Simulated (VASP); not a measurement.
# Hf (P6/mmm) in VASP: a series of runs

Hf is run at these levels: PBEsol; tasks: relaxation of cell and atoms.

All numbers are computed with VASP 6.6.1; they aren't measurements. Logs are shortened: lines on timing, memory, paths and dates and some standing lists are left out, and cuts for length are marked.

**1. The cell of the first run**

It takes space group P6/mmm (No. 191, hexagonal). The conventional cell has a = 4.772 Å, b = 4.772 Å, c = 2.976 Å, α = 90.00°, β = 90.00°, γ = 120.00°. Within 3.6 Å of Hf (site symmetry -6m2) lie 11 Hf at 2.76 to 3.13 Å. Within 3.9 Å of Hf (site symmetry 6/mmm) lie 14 Hf at 2.98 to 3.13 Å.

This isn't the form of Hf at room conditions, which is hcp.

**2. Relaxation of cell and atoms, PBEsol, target pressure 12 GPa, at which the enthalpy is minimised**

The input, INCAR:

```
SYSTEM = Hf
ALGO = Normal ; EDIFF = 1E-7
EDIFFG = -0.004 ; ENCUT = 500
GGA = PS ; GGA_COMPAT = .FALSE.
IBRION = 2 ; ISIF = 3
ISMEAR = 0 ; LASPH = .TRUE.
LCHARG = .FALSE. ; LREAL = .FALSE.
LWAVE = .FALSE. ; NELM = 120
NELMIN = 4 ; NSW = 70
PREC = Accurate ; PSTRESS = 120.0
SIGMA = 0.1
```

The input, KPOINTS:

```
k-points
0
G
  12 12 16
  0 0 0
```

The input, POSCAR:

```
Hf
1.0
    4.7719600660      0.0000000000      0.0000000000
   -2.3859800330      4.1326386430      0.0000000000
    0.0000000000      0.0000000000      2.9756077912
Hf
3
Direct
    0.6666666667      0.3333333333      0.5000000000
    0.3333333333      0.6666666667      0.5000000000
    0.0000000000      0.0000000000      0.0000000000
```

Potentials or basis: VASP PAW PBE potentials, release 64 (Hf_pv).

Started as:

```console
$ cat potpaw_PBE.64/Hf_pv/POTCAR > POTCAR
$ mpirun -np 1 vasp_std > vasp.out
```

OUTCAR:

```text
SYSTEM = Hf
   EDIFF = 1E-7
   EDIFFG = -0.004
   ENCUT = 500
   GGA = PS
   IBRION = 2
   ISIF = 3
   ISMEAR = 0
   LASPH = .TRUE.
   LREAL = .FALSE.
   NELM = 120
   NELMIN = 4
   NSW = 70
   PREC = Accurate
   PSTRESS = 120.0

 ion  position               nearest neighbor table
   1  0.667  0.333  0.500-   2 2.76   2 2.76   2 2.76   3 3.13   3 3.13   3 3.13   3 3.13   3 3.13
                             3 3.13
   2  0.333  0.667  0.500-   1 2.76   1 2.76   1 2.76   3 3.13   3 3.13   3 3.13   3 3.13   3 3.13
                             3 3.13
   3  0.000  0.000  0.000-   1 3.13   2 3.13   1 3.13   2 3.13   2 3.13   2 3.13   1 3.13   1 3.13
                             1 3.13   1 3.13   2 3.13   2 3.13

  LATTYP: Found a hexagonal cell.
 ALAT       =     4.7719600660
 C/A-ratio  =     0.6235609163

  Lattice vectors:

 A1 = (   4.7719600660,   0.0000000000,   0.0000000000)
 A2 = (  -2.3859800330,   4.1326386430,   0.0000000000)
 A3 = (   0.0000000000,   0.0000000000,   2.9756077912)

Analysis of symmetry for initial positions (statically):
=====================================================================
 Subroutine PRICEL returns:
 Original cell was already a primitive cell.

 Routine SETGRP: Setting up the symmetry group for a
 hexagonal supercell.

 Subroutine GETGRP returns: Found 24 space group operations
 (whereof 24 operations were pure point group operations)
 out of a pool of 24 trial point group operations.

The static configuration has the point symmetry D_6h.

Analysis of symmetry for dynamics (positions and initial velocities):
=====================================================================
 Subroutine PRICEL returns:
 Original cell was already a primitive cell.

 Routine SETGRP: Setting up the symmetry group for a
 hexagonal supercell.

 Subroutine GETGRP returns: Found 24 space group operations
 (whereof 24 operations were pure point group operations)
 out of a pool of 24 trial point group operations.

The dynamic configuration has the point symmetry D_6h.

 Subroutine INISYM returns: Found 24 space group operations
 (whereof 24 operations are pure point group operations),
 and found     1 'primitive' translations

----------------------------------------------------------------------------------------

                                     Primitive cell

  volume of cell :      58.6813

  direct lattice vectors                    reciprocal lattice vectors
     4.771960066  0.000000000  0.000000000     0.209557495  0.120988076  0.000000000
    -2.385980033  4.132638643  0.000000000     0.000000000  0.241976153  0.000000000
     0.000000000  0.000000000  2.975607791     0.000000000  0.000000000  0.336065796

  length of vectors
     4.771960066  4.771960066  2.975607791     0.241976153  0.241976153  0.336065796

  position of ions in fractional coordinates (direct lattice)
     0.666666667  0.333333333  0.500000000
     0.333333333  0.666666667  0.500000000
     0.000000000  0.000000000  0.000000000

  ion indices of the primitive-cell ions
   primitive index   ion index
                 1           1
                 2           2
                 3           3

----------------------------------------------------------------------------------------

 KPOINTS: k-points

Automatic generation of k-mesh.
 Grid dimensions read from file:
 generate k-points for:   12   12   16

 Generating k-lattice:

  Cartesian coordinates                     Fractional coordinates (reciprocal lattice)
     0.017463125  0.010082340  0.000000000     0.083333333  0.000000000  0.000000000
     0.000000000  0.020164679  0.000000000     0.000000000  0.083333333  0.000000000
     0.000000000  0.000000000  0.021004112     0.000000000  0.000000000  0.062500000

  Length of vectors
     0.020164679  0.020164679  0.021004112

  Shift w.r.t. Gamma in fractional coordinates (k-lattice)
     0.000000000  0.000000000  0.000000000

 Subroutine IBZKPT returns following result:
 ===========================================

 Found    171 irreducible k-points:

 Following reciprocal coordinates:
            Coordinates               Weight
  0.000000  0.000000  0.000000      1.000000
  0.083333  0.000000  0.000000      6.000000
  0.166667 -0.000000  0.000000      6.000000
  0.250000  0.000000  0.000000      6.000000
  0.333333 -0.000000  0.000000      6.000000
  0.416667  0.000000  0.000000      6.000000
[... 16 lines left out ...]
  0.250000  0.000000  0.062500     12.000000
  0.333333 -0.000000  0.062500     12.000000
 [... further k-points ...]
   k-points           NKPTS =    171   k-points in BZ     NKDIM =    171   number of bands    NBANDS=     19
   number of dos      NEDOS =    301   number of ions     NIONS =      3
   total plane-waves  NPLWV =  31104
   dimension x,y,z NGX =    36 NGY =   36 NGZ =   24
   dimension x,y,z NGXF=    72 NGYF=   72 NGZF=   48
   ions per type =               3
   NGX,Y,Z   is equivalent  to a cutoff of  12.54, 12.54, 13.41 a.u.
   NGXF,Y,Z  is equivalent  to a cutoff of  25.08, 25.08, 26.82 a.u.
 SYSTEM =  Hf
   PREC   = accura    normal or accurate (medium, high low for compatibility)
   ISTART =      0    job   : 0-new  1-cont  2-samecut
   ICHARG =      2    charge: 1-file 2-atom 10-const
   ISPIN  =      1    spin polarized calculation?
   LNONCOLLINEAR =      F non collinear calculations
   LSORBIT =      F    spin-orbit coupling
   LASPH  =      T    aspherical Exc in radial PAW
   ENCUT  =  500.0 eV  36.75 Ry    6.06 a.u.   8.70  8.70  5.43*2*pi/ulx,y,z
   NELM   =    120;   NELMIN=  4; NELMDL= -5     # of ELM steps
   EDIFF  = 0.1E-06   stopping-criterion for ELM
   LREAL  =      F    real-space projection
   EDIFFG = -.4E-02   stopping-criterion for IOM
   NSW    =     70    number of steps for IOM
   IBRION =      2    ionic relax: 0-MD 1-quasi-New 2-CG
   NFREE  =      1    steps in history (QN), initial steepest desc. (CG)
   ISIF   =      3    stress and relaxation
   ISYM   =      2    0-nonsym 1-usesym 2-fastsym
   POTIM  = 0.5000    time-step for ionic-motion
   TEBEG  =    0.0;   TEEND  =   0.0 temperature during run
   PSTRESS=  120.0 pullay stress
   NELECT =      30.0000    total number of electrons
   NUPDOWN=      -1.0000    fix difference up-down
   EMIN   =  10.00;   EMAX   =-10.00  energy-range for DOS
   EFERMI =   0.00;   METHOD = LEGACY
   ISMEAR =     0;   SIGMA  =   0.10  broadening in eV -4-tet -1-fermi 0-gaus
   EFERMI_NEDOS =   21; number of points for ismear=-14 and -15
   IALGO  =     38    algorithm
   IMIX   =      4    mixing-type and parameters
     AMIX     =   0.40;   BMIX     =  1.00
     AMIX_MAG =   1.60;   BMIX_MAG =  1.00
  volume/ion in A,a.u.               =      19.56       132.00
  Fermi-wavevector in a.u.,A,eV,Ry     =   1.309027  2.473702 23.314287  1.713552
  Thomas-Fermi vector in A             =   2.439654
   LORBIT       =      0    0 simple, 1 ext, 2 COOP (PROOUT), +10 PAW based schemes
   GGA     = PS    functional components
   LHFCALC =     F    Hartree Fock is set to
   AEXX    =    0.0000 exact exchange contribution
   IVDW    =     0    specifies the selected vdW correction
   LEPSILON=     F    determine dielectric tensor
   LRPA    =     F    only Hartree local field effects (RPA)
 conjugate gradient relaxation of ions
 non-spin polarized calculation
 Gauss-broadening in eV      SIGMA  =   0.10
  energy-cutoff  :      500.00
  volume of cell :       58.68
 maximum number of plane-waves:      1517
 NGX is ok and might be reduce to    36
   NGX = 17   NGY = 17   NGZ = 11

--------------------------------------- Ionic step        1  -------------------------------------------

 number of electron      30.0000000 magnetization

 Free energy of the ion-electron system (eV)
  ---------------------------------------------------
  ext. energy  EPLUGINS =         0.00000000
  ---------------------------------------------------
  free energy    TOTEN  =       -31.23532686 eV

  energy without entropy =      -31.22477550  energy(sigma->0) =      -31.23005118

------------------------ aborting loop because EDIFF is reached ----------------------------------------

  FORCE on cell =-STRESS in cart. coord.  units (eV):
  Direction    XX          YY          ZZ          XY          YZ          ZX
  --------------------------------------------------------------------------------------
  -------------------------------------------------------------------------------------
  Total        4.2037778      4.2037778      4.3019941      0.0000000      0.0000000     -0.0000000
  in kB      114.7758215    114.7758215    117.4574245      0.0000000      0.0000000     -0.0000000
  external PRESSURE =      -4.3303109 kB  Pullay stress =     120.0000000 kB
[... 180 lines left out ...]
  enthalpy is  TOTEN    =       -26.8404705871 eV   P V=        4.3831504657

--------------------------------------- Ionic step        6  -------------------------------------------

 number of electron      29.9999999 magnetization

 Free energy of the ion-electron system (eV)
  ---------------------------------------------------
  ext. energy  EPLUGINS =         0.00000000
  ---------------------------------------------------
  free energy    TOTEN  =       -31.22348520 eV

  energy without entropy =      -31.21299061  energy(sigma->0) =      -31.21823790

 E-fermi :   5.5532     XC(G=0): -12.0324

 val. band max:        5.5509783496   @ k =   0.3333   0.3333   0.0000
 cond. band min:       5.5679576755   @ k =   0.2500   0.2500   0.0625
 fundamental gap:      0.0169793260
 Fermi energy:         5.5532281657

 k-point     1 :       0.0000    0.0000    0.0000
  band No.  band energies     occupation
      1     -24.9807      2.00000
      2     -24.9807      2.00000
      3     -24.8975      2.00000
      4     -24.8975      2.00000
      5     -24.3450      2.00000
      6     -24.0249      2.00000
[... 11 lines left out ...]
     18       7.8586      0.00000
     19       7.8586      0.00000
[... 489 lines left out ...]
      3     -24.5766      2.00000
      4     -24.5544      2.00000
      5     -24.3079      2.00000
      6     -24.1508      2.00000
[... 11 lines left out ...]
     18       6.6720      0.00000
     19       7.3617      0.00000

 [... further k-points ...]

------------------------ aborting loop because EDIFF is reached ----------------------------------------

  FORCE on cell =-STRESS in cart. coord.  units (eV):
  Direction    XX          YY          ZZ          XY          YZ          ZX
  --------------------------------------------------------------------------------------
  -------------------------------------------------------------------------------------
  Total        4.3806156      4.3806156      4.3808272      0.0000000      0.0000000     -0.0000000
  in kB      119.9343424    119.9343424    119.9401359      0.0000000      0.0000000     -0.0000000
  external PRESSURE =      -0.0637264 kB  Pullay stress =     120.0000000 kB
[... 18 lines left out ...]
  FREE ENERGIE OF THE ION-ELECTRON SYSTEM (eV)
  ---------------------------------------------------
  free  energy   TOTEN  =       -31.2234851954 eV

  energy  without entropy=      -31.2129906068  energy(sigma->0) =      -31.21823790

  enthalpy is  TOTEN    =       -26.8404714070 eV   P V=        4.3830137884

 reached required accuracy - stopping structural energy minimisation
```

Run time: 19 min. Hardware: 1 thread of Oxide Virtual Turin-like, shared host; peak memory 0.26 GiB.

Results:

```yaml
Free_energy: -31.2235 eV
Relaxed_volume: 19.51 Å³/atom
Relaxed_cell: a = 4.766 Å, b = 4.766 Å, c = 2.975 Å, α = 90.00°, β = 90.00°, γ = 120.00°
Space_group_after_relaxing_to_0.1_Å: P6/mmm (No. 191)
Energy_change_on_relaxing_the_run_minimises_the_enthalpy: +3.9 meV/atom
Ionic_steps: 6
Pressure_after_relaxing: 12.0 GPa
Band_gap_on_the_k_mesh: zero (bands 15 and 16 overlap by 1.04 eV)
```

The path:
```csv
step,energy change (eV),largest force (eV/Å),pressure (GPa),volume (Å³)
1,0.0000,0.0000,11.57,58.68
2,0.0340,0.0000,12.77,58.23
3,0.0126,0.0000,12.02,58.51
4,0.0123,0.0000,12.01,58.51
5,0.0117,0.0000,11.99,58.52
6,0.0118,0.0000,11.99,58.52
```

Final structure:
```yaml
crystal:
  lattice:
    - [4.76570, 0.00000, 0.00000]
    - [-2.38285, 4.12722, 0.00000]
    - [0.00000, 0.00000, 2.97521]
  atoms:
    - { symbol: Hf, position: [0.66667, 0.33333, 0.50000] }
    - { symbol: Hf, position: [0.33333, 0.66667, 0.50000] }
    - { symbol: Hf, position: [0.00000, 0.00000, 0.00000] }
```

Caveat: the cell is relaxed towards a set pressure, so the run minimises the enthalpy, not the energy; the PAW data sets were made with another functional, which shifts forces and pressure a little; spin-orbit coupling is left out, which moves the levels of the heavy elements.

**3. Relaxation of cell and atoms, PBEsol, target pressure 1e-06 GPa, at which the enthalpy is minimised**

The input, INCAR:

```
PREC = Accurate
ENCUT = 500
EDIFF = 1E-7
ISMEAR = 0
SIGMA = 0.1
LREAL = F
LASPH = T
NELM = 120
ALGO = Normal
ISIF = 3
LWAVE = F
LCHARG = F
GGA = PS
IBRION = 2
NSW = 70
EDIFFG = -0.004
PSTRESS = 9.999999999999999e-06
GGA_COMPAT = F
NELMIN = 4
```

The input, KPOINTS:

```
Automatic mesh
0
Gamma
  12 12 16
```

POSCAR is that of step 2.

Potentials or basis: VASP PAW PBE potentials, release 64 (Hf_pv).

Started as:

```console
$ cat potpaw_PBE.64/Hf_pv/POTCAR > POTCAR
$ mpirun -np 1 vasp_std > vasp.out
```

OUTCAR:

```text
PREC = Accurate
   ENCUT = 500
   EDIFF = 1E-7
   ISMEAR = 0
   LREAL = F
   LASPH = T
   NELM = 120
   ISIF = 3
   GGA = PS
   IBRION = 2
   NSW = 70
   EDIFFG = -0.004
   PSTRESS = 9.999999999999999e-06
   NELMIN = 4

 ion  position               nearest neighbor table
   1  0.667  0.333  0.500-   2 2.76   2 2.76   2 2.76   3 3.13   3 3.13   3 3.13   3 3.13   3 3.13
                             3 3.13
   2  0.333  0.667  0.500-   1 2.76   1 2.76   1 2.76   3 3.13   3 3.13   3 3.13   3 3.13   3 3.13
                             3 3.13
   3  0.000  0.000  0.000-   1 3.13   2 3.13   1 3.13   2 3.13   2 3.13   2 3.13   1 3.13   1 3.13
                             1 3.13   1 3.13   2 3.13   2 3.13

  LATTYP: Found a hexagonal cell.
 ALAT       =     4.7719600660
 C/A-ratio  =     0.6235609163
[... 501 lines left out ...]
  ext. energy  EPLUGINS =         0.00000000
  ---------------------------------------------------
  free energy    TOTEN  =       -31.41253325 eV

  energy without entropy =      -31.40082966  energy(sigma->0) =      -31.40668146

 E-fermi :   4.9029     XC(G=0): -11.6147

 val. band max:        4.9022221067   @ k =   0.3333   0.3333   0.3125
 cond. band min:       4.9045869347   @ k =   0.3333   0.1667   0.4375
 fundamental gap:      0.0023648279
 Fermi energy:         4.9029142175

 k-point     1 :       0.0000    0.0000    0.0000
  band No.  band energies     occupation
      1     -25.6895      2.00000
      2     -25.6895      2.00000
      3     -25.6624      2.00000
      4     -25.6624      2.00000
      5     -25.2419      2.00000
      6     -24.9757      2.00000
[... 505 lines left out ...]
      6     -25.0269      2.00000
[... 11 lines left out ...]
     18       5.9518      0.00000
     19       6.6380      0.00000

 [... further k-points ...]

------------------------ aborting loop because EDIFF is reached ----------------------------------------

  FORCE on cell =-STRESS in cart. coord.  units (eV):
  Direction    XX          YY          ZZ          XY          YZ          ZX
  --------------------------------------------------------------------------------------
  -------------------------------------------------------------------------------------
  Total        0.0012526      0.0012526      0.0013253      0.0000000      0.0000000     -0.0000000
  in kB        0.0313964      0.0313964      0.0332202      0.0000000      0.0000000     -0.0000000
  external PRESSURE =       0.0319944 kB  Pullay stress =       0.0000100 kB
[... 22 lines left out ...]
  energy  without entropy=      -31.4008296642  energy(sigma->0) =      -31.40668146

  enthalpy is  TOTEN    =       -31.4125328506 eV   P V=        0.0000003989

 reached required accuracy - stopping structural energy minimisation
```

CONTCAR:

```text
Hf
   1.00000000000000
     4.9117859114411484    0.0000000000000000   -0.0000000000000000
    -2.4558929557205742    4.2537313772575942    0.0000000000000000
     0.0000000000000000   -0.0000000000000000    3.0592706003517165
  Hf
     3
Direct
     0.6666666667000030    0.3333333332999970    0.5000000000000000
     0.3333333332999970    0.6666666667000030    0.5000000000000000
     0.0000000000000000    0.0000000000000000    0.0000000000000000

  0.00000000E+00  0.00000000E+00  0.00000000E+00
  0.00000000E+00  0.00000000E+00  0.00000000E+00
  0.00000000E+00  0.00000000E+00  0.00000000E+00
```

Run time: 30 min. Hardware: 1 thread of Oxide Virtual Turin-like, shared host; peak memory 0.26 GiB.

Results:

```yaml
Free_energy: -31.4125 eV
Relaxed_volume: 21.31 Å³/atom
Relaxed_cell: a = 4.912 Å, b = 4.912 Å, c = 3.059 Å, α = 90.00°, β = 90.00°, γ = 120.00°
Space_group_after_relaxing_to_0.1_Å: P6/mmm (No. 191)
Energy_change_on_relaxing_the_run_minimises_the_enthalpy: -59.1 meV/atom
Ionic_steps: 9
Pressure_after_relaxing: 0.0 GPa
Band_gap_on_the_k_mesh: zero (bands 15 and 16 overlap by 0.98 eV)
```

The path:
```
step  energy change (eV)  largest force (eV/Å)  pressure (GPa)  volume (Å³)
   1              0.0000                0.0000           11.57        58.68
   2              0.0989                0.0000          -10.67        71.51
   3             -0.1770                0.0000           -0.24        64.05
   4             -0.1771                0.0000           -0.01        63.93
   5             -0.1771                0.0000            0.18        63.82
   6             -0.1772                0.0000            0.17        63.83
   7             -0.1772                0.0000            0.17        63.82
   8             -0.1772                0.0000           -0.13        63.99
   9             -0.1772                0.0000            0.00        63.92
```

Final structure:
```yaml
crystal:
  lattice:
    - [4.91179, 0.00000, 0.00000]
    - [-2.45589, 4.25373, 0.00000]
    - [0.00000, 0.00000, 3.05927]
  atoms:
    - { symbol: Hf, position: [0.66667, 0.33333, 0.50000] }
    - { symbol: Hf, position: [0.33333, 0.66667, 0.50000] }
    - { symbol: Hf, position: [0.00000, 0.00000, 0.00000] }
```

Caveat: the cell is relaxed towards a set pressure, so the run minimises the enthalpy, not the energy; the PAW data sets were made with another functional, which shifts forces and pressure a little; spin-orbit coupling is left out, which moves the levels of the heavy elements.
